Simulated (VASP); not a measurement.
# Ir (Fm-3m) in VASP: a series of runs, part 2 of 2

VASP 6.6.1. Earlier steps stand in the parts before.

**5. Single point, HSE06**

This run uses another cell than the first one, of 13.22 Å³/atom.

POSCAR reads:

```
Ir
1.0
    0.0000000000      1.8764951499      1.8764951499
    1.8764951499      0.0000000000      1.8764951499
    1.8764951499      1.8764951499      0.0000000000
Ir
1
Direct
    0.0000000000      0.0000000000      0.0000000000
```

INCAR.step1 reads:

```
SYSTEM = Ir
PREC = Accurate
ENCUT = 520
EDIFF = 1E-5
ISMEAR = -1
SIGMA = 0.05
LREAL = .FALSE.
LASPH = .TRUE.
NELM = 60
ALGO = Normal
ISIF = 2
LWAVE = .TRUE.
NBANDS = 10
GGA = PE
```

INCAR.step2 reads:

```
SYSTEM = Ir
PREC = Accurate
ENCUT = 520
EDIFF = 1E-6
ISMEAR = -1
SIGMA = 0.05
LREAL = .FALSE.
LASPH = .TRUE.
NELM = 60
ALGO = Normal
ISIF = 2
LWAVE = .FALSE.
LCHARG = .TRUE.
GGA = PE
LHFCALC = .TRUE.
HFSCREEN = 0.2079
PRECFOCK = Normal
LELF = .TRUE.
LVHAR = .TRUE.
NBANDS = 10
ISTART = 1
```

KPOINTS reads:

```
regular mesh
0
G
  8 8 8
  0 0 0
```

Potentials or basis: VASP PAW PBE potentials, release 64 (Ir).

Started as:

```
$ cat potpaw_PBE.64/Ir/POTCAR > POTCAR
$ cp INCAR.step1 INCAR
$ mpirun -np 1 vasp_std > vasp.out
$ cp INCAR.step2 INCAR
$ mpirun -np 1 vasp_std > vasp.out
```

OUTCAR:

```text
SYSTEM = Ir
   PREC = Accurate
   ENCUT = 520
   EDIFF = 1E-6
   ISMEAR = -1
   LREAL = .FALSE.
   LASPH = .TRUE.
   NELM = 60
   ISIF = 2
   GGA = PE
   LHFCALC = .TRUE.
   HFSCREEN = 0.2079
   PRECFOCK = Normal
   ISTART = 1

 ion  position               nearest neighbor table
   1  0.000  0.000  0.000-

  LATTYP: Found a face centered cubic cell.
 ALAT       =     3.7529902998

  Lattice vectors:

 A1 = (   0.0000000000,   1.8764951499,   1.8764951499)
 A2 = (   1.8764951499,   0.0000000000,   1.8764951499)
 A3 = (   1.8764951499,   1.8764951499,   0.0000000000)

Analysis of symmetry for initial positions (statically):
=====================================================================
 Subroutine PRICEL returns:
 Original cell was already a primitive cell.

 Routine SETGRP: Setting up the symmetry group for a
 face centered cubic supercell.

 Subroutine GETGRP returns: Found 48 space group operations
 (whereof 48 operations were pure point group operations)
 out of a pool of 48 trial point group operations.

The static configuration has the point symmetry O_h .

Analysis of symmetry for dynamics (positions and initial velocities):
=====================================================================
 Subroutine PRICEL returns:
 Original cell was already a primitive cell.

 Routine SETGRP: Setting up the symmetry group for a
 face centered cubic supercell.

 Subroutine GETGRP returns: Found 48 space group operations
 (whereof 48 operations were pure point group operations)
 out of a pool of 48 trial point group operations.

The dynamic configuration has the point symmetry O_h .

 Subroutine INISYM returns: Found 48 space group operations
 (whereof 48 operations are pure point group operations),
 and found     1 'primitive' translations

----------------------------------------------------------------------------------------

                                     Primitive cell

  volume of cell :      13.2152

  direct lattice vectors                    reciprocal lattice vectors
     0.000000000  1.876495150  1.876495150    -0.266454193  0.266454193  0.266454193
     1.876495150  0.000000000  1.876495150     0.266454193 -0.266454193  0.266454193
     1.876495150  1.876495150  0.000000000     0.266454193  0.266454193 -0.266454193

  length of vectors
     2.653764891  2.653764891  2.653764891     0.461512199  0.461512199  0.461512199

  position of ions in fractional coordinates (direct lattice)
     0.000000000  0.000000000  0.000000000

  ion indices of the primitive-cell ions
   primitive index   ion index
                 1           1

----------------------------------------------------------------------------------------

 KPOINTS: regular mesh

Automatic generation of k-mesh.
 Grid dimensions read from file:
 generate k-points for:    8    8    8

 Generating k-lattice:

  Cartesian coordinates                     Fractional coordinates (reciprocal lattice)
    -0.033306774  0.033306774  0.033306774     0.125000000  0.000000000  0.000000000
     0.033306774 -0.033306774  0.033306774     0.000000000  0.125000000  0.000000000
     0.033306774  0.033306774 -0.033306774     0.000000000  0.000000000  0.125000000

  Length of vectors
     0.057689025  0.057689025  0.057689025

  Shift w.r.t. Gamma in fractional coordinates (k-lattice)
     0.000000000  0.000000000  0.000000000

 Subroutine IBZKPT returns following result:
 ===========================================

 Found     29 irreducible k-points:

 Following reciprocal coordinates:
            Coordinates               Weight
  0.000000  0.000000  0.000000      1.000000
  0.125000  0.000000  0.000000      8.000000
  0.250000  0.000000  0.000000      8.000000
  0.375000  0.000000  0.000000      8.000000
  0.500000  0.000000  0.000000      4.000000
  0.125000  0.125000  0.000000      6.000000
[... 16 lines left out ...]
  0.500000  0.250000  0.125000     48.000000
 -0.375000  0.250000  0.125000     24.000000
 [... further k-points ...]
   k-points           NKPTS =     29   k-points in BZ     NKDIM =    512   number of bands    NBANDS=     10
   number of dos      NEDOS =    301   number of ions     NIONS =      1
   total plane-waves  NPLWV =   8000
   dimension x,y,z NGX =    20 NGY =   20 NGZ =   20
   dimension x,y,z NGXF=    40 NGYF=   40 NGZF=   40
   ions per type =               1
   NGX,Y,Z   is equivalent  to a cutoff of  12.53, 12.53, 12.53 a.u.
   NGXF,Y,Z  is equivalent  to a cutoff of  25.06, 25.06, 25.06 a.u.
 SYSTEM =  Ir
   PREC   = accura    normal or accurate (medium, high low for compatibility)
   ISTART =      1    job   : 0-new  1-cont  2-samecut
   ICHARG =      0    charge: 1-file 2-atom 10-const
   ISPIN  =      1    spin polarized calculation?
   LNONCOLLINEAR =      F non collinear calculations
   LSORBIT =      F    spin-orbit coupling
   LASPH  =      T    aspherical Exc in radial PAW
   ENCUT  =  520.0 eV  38.22 Ry    6.18 a.u.   4.93  4.93  4.93*2*pi/ulx,y,z
   NELM   =     60;   NELMIN=  2; NELMDL=  0     # of ELM steps
   EDIFF  = 0.1E-05   stopping-criterion for ELM
   LREAL  =      F    real-space projection
   EDIFFG = 0.1E-04   stopping-criterion for IOM
   NSW    =      0    number of steps for IOM
   IBRION =     -1    ionic relax: 0-MD 1-quasi-New 2-CG
   NFREE  =      0    steps in history (QN), initial steepest desc. (CG)
   ISIF   =      2    stress and relaxation
   ISYM   =      3    0-nonsym 1-usesym 2-fastsym
   POTIM  = 0.5000    time-step for ionic-motion
   TEBEG  =    0.0;   TEEND  =   0.0 temperature during run
   PSTRESS=    0.0 pullay stress
   NELECT =       9.0000    total number of electrons
   NUPDOWN=      -1.0000    fix difference up-down
   EMIN   =  10.00;   EMAX   =-10.00  energy-range for DOS
   EFERMI =   0.00;   METHOD = LEGACY
   ISMEAR =    -1;   SIGMA  =   0.05  broadening in eV -4-tet -1-fermi 0-gaus
   EFERMI_NEDOS =   21; number of points for ismear=-14 and -15
   IALGO  =     38    algorithm
   IMIX   =      1    mixing-type and parameters
     AMIX     =   0.40;   BMIX     =  1.00
     AMIX_MAG =   1.60;   BMIX_MAG =  1.00
  volume/ion in A,a.u.               =      13.22        89.18
  Fermi-wavevector in a.u.,A,eV,Ry     =   1.440340  2.721847 28.226348  2.074578
  Thomas-Fermi vector in A             =   2.559095
   LORBIT       =      0    0 simple, 1 ext, 2 COOP (PROOUT), +10 PAW based schemes
   GGA     = PE    functional components
   LHFCALC =     T    Hartree Fock is set to
   PRECFOCK=normal    Normal, Fast or Accurate (Low or Medium for compatibility)
   ENCUT4O =  -1.0   cutoff for four orbital integrals eV
   NKREDX  =     1    reduce k-point grid by
   NKREDY  =     1    reduce k-point grid by
   NKREDZ  =     1    reduce k-point grid by
   AEXX    =    0.2500 exact exchange contribution
   HFSCREEN=    0.2079 screening length (either q_TF or 0.3 A-1)
   HFSCREENC=   0.2079 screening length for correlation (either q_TF or 0.3 A-1)
   ENCUTFOCK=  -1.0 apply spherical cutoff to Coloumb kernel
   IVDW    =     0    specifies the selected vdW correction
   LEPSILON=     F    determine dielectric tensor
   LRPA    =     F    only Hartree local field effects (RPA)
 non-spin polarized calculation
  energy-cutoff  :      520.00
  volume of cell :       13.22
 maximum number of plane-waves:       363
  NGX = 16; NGY = 16; NGZ = 16

 number of electron       9.0000000 magnetization

 Free energy of the ion-electron system (eV)
  ---------------------------------------------------
  ext. energy  EPLUGINS =         0.00000000
  ---------------------------------------------------
  free energy    TOTEN  =       -10.04330843 eV

  energy without entropy =      -10.03524600  energy(sigma->0) =      -10.03927722

 E-fermi :  11.3735     XC(G=0): -11.6709

 val. band max:       11.2981184470   @ k =  -0.3750   0.1250   0.0000
 cond. band min:      11.4302809270   @ k =   0.3750   0.1250   0.0000
 fundamental gap:      0.1321624800
 Fermi energy:        11.3735134330

 k-point     1 :       0.0000    0.0000    0.0000
  band No.  band energies     occupation
      1      -1.7775      2.00000
      2       6.3173      2.00000
      3       6.3173      2.00000
      4       6.3173      2.00000
      5       9.2853      2.00000
      6       9.2853      2.00000
      7      26.5773      0.00000
      8      32.8694      0.00000
      9      32.8694      0.00000
     10      32.8694      0.00000
[... 287 lines left out ...]
 k-point    24 :      -0.3750    0.2500    0.1250
  band No.  band energies     occupation
      1       3.1598      2.00000
      2       4.5146      2.00000
      3       6.7869      2.00000
      4       7.7568      2.00000
      5      12.0984      0.00000
      6      17.4219      0.00000
      7      19.6135      0.00000
      8      28.6771      0.00000
      9      29.3903      0.00000
     10      33.1597      0.00000

 [... further k-points ...]
[... 5 lines left out ...]
  --------------------------------------------------------------------------------------
  -------------------------------------------------------------------------------------
  Total        2.5496029      2.5496029      2.5496029      0.0000000      0.0000000      0.0000000
  in kB      309.1083911    309.1083911    309.1083911      0.0000000      0.0000000      0.0000000
  external PRESSURE =     309.1083911 kB  Pullay stress =       0.0000000 kB

 VOLUME and BASIS-vectors are now :
 -----------------------------------------------------------------------------
  energy-cutoff  :      520.00
  volume of cell :       13.22
      direct lattice vectors                 reciprocal lattice vectors
     0.000000000  1.876495150  1.876495150    -0.266454193  0.266454193  0.266454193
     1.876495150  0.000000000  1.876495150     0.266454193 -0.266454193  0.266454193
     1.876495150  1.876495150  0.000000000     0.266454193  0.266454193 -0.266454193

 POSITION                                       TOTAL-FORCE (eV/Angst)
 -----------------------------------------------------------------------------------
      0.00000      0.00000      0.00000         0.000000      0.000000      0.000000
 -----------------------------------------------------------------------------------
    total drift:                               -0.000048     -0.000008     -0.000003

  FREE ENERGIE OF THE ION-ELECTRON SYSTEM (eV)
  ---------------------------------------------------
  free  energy   TOTEN  =       -10.0433084279 eV

  energy  without entropy=      -10.0352460039  energy(sigma->0) =      -10.03927722
```

OUTCAR.step1:

```text
SYSTEM = Ir
   PREC = Accurate
   ENCUT = 520
   EDIFF = 1E-5
   ISMEAR = -1
   LREAL = .FALSE.
[... 529 lines left out ...]
 -----------------------------------------------------------------------------------
      0.00000      0.00000      0.00000         0.000000      0.000000     -0.000000
 -----------------------------------------------------------------------------------
    total drift:                                0.000000      0.000000     -0.000000

  FREE ENERGIE OF THE ION-ELECTRON SYSTEM (eV)
  ---------------------------------------------------
  free  energy   TOTEN  =        -8.6170086838 eV

  energy  without entropy=       -8.6041028150  energy(sigma->0) =       -8.61055575
```

OSZICAR.step1:

```text
N       E                     dE             d eps       ncg     rms          rms(c)
DAV:   1     0.501277732632E+02    0.50128E+02   -0.43383E+03   588   0.828E+02
DAV:   2    -0.821186636608E+01   -0.58340E+02   -0.55417E+02   620   0.201E+02
DAV:   3    -0.912943194093E+01   -0.91757E+00   -0.90493E+00   678   0.306E+01
DAV:   4    -0.913633775792E+01   -0.69058E-02   -0.69028E-02   688   0.240E+00
DAV:   5    -0.913644947563E+01   -0.11172E-03   -0.11172E-03   658   0.280E-01    0.187E+01
DAV:   6    -0.871968571720E+01    0.41676E+00   -0.60499E-01   646   0.979E+00    0.826E+00
DAV:   7    -0.862338291305E+01    0.96303E-01   -0.25234E-01   712   0.585E+00    0.151E+00
DAV:   8    -0.861767456834E+01    0.57083E-02   -0.32820E-03   656   0.746E-01    0.416E-01
DAV:   9    -0.861699990661E+01    0.67466E-03   -0.84369E-04   680   0.408E-01    0.171E-02
DAV:  10    -0.861700868381E+01   -0.87772E-05   -0.59157E-06   458   0.216E-02
   1 F= -.86170087E+01 E0= -.86105557E+01  d E =-.129059E-01
```

Run time: 31 min. Hardware: 1 thread of Intel Xeon Platinum 8259CL at 2.50GHz (Skylake/Cascade Lake), shared host; peak memory 0.24 GiB.

Results:

| Property | Result |
| --- | --- |
| Free energy | -10.0433 eV |
| Pressure | 30.9 GPa |
| Band gap on the k mesh | zero (an odd number of electrons rules out a gap without spin polarisation) |

Caveat: the k points lie up to 0.36 Å⁻¹ apart, too coarse for converged energies and pressures of a metal; the PAW data sets were made with another functional, which shifts forces and pressure a little; spin-orbit coupling is left out, which moves the levels of the heavy elements.

**6. Overview**

```tsv
level	potentials or basis	cell	k mesh	cutoff (eV)	grid for exact exchange (PRECFOCK)	share of exact exchange	screening parameter	gap on the mesh (eV)	pressure (GPa)
PBE0	VASP PAW PBE potentials, release 64 (Ir)	a = 2.745 Å, angles 60.0°, 1 atom	8 × 8 × 8	520	Normal	0.25	-	none	-12.2
LDA	VASP PAW LDA potentials, release 64 (Ir_sv_GW)	a = 2.654 Å, angles 60.0°, 1 atom	12 × 12 × 12	500	-	-	-	none	18.8
PBEsol	VASP PAW PBE potentials, release 64 (Ir_sv_GW)	a = 2.709 Å, angles 60.0°, 1 atom	12 × 12 × 12	500	-	-	-	none	-4.0
HSE06	VASP PAW PBE potentials, release 64 (Ir)	a = 2.654 Å, angles 60.0°, 1 atom	8 × 8 × 8	520	Normal	0.25	0.2079 1/Å	none	30.9
```

Alike in all rows: task single point; no spin polarisation; smearing fermi-dirac 0.05 eV.

Caveats: some runs use coarse meshes; spin-orbit coupling is left out, which moves the levels of the heavy elements; the PAW data sets were made with another functional, which shifts forces and pressure a little (at least some runs); the cell stands under tension (at least some runs); the cell stands under pressure (at least some runs).

Total energies depend on the potentials used, so only differences within one code and one set of settings carry meaning.
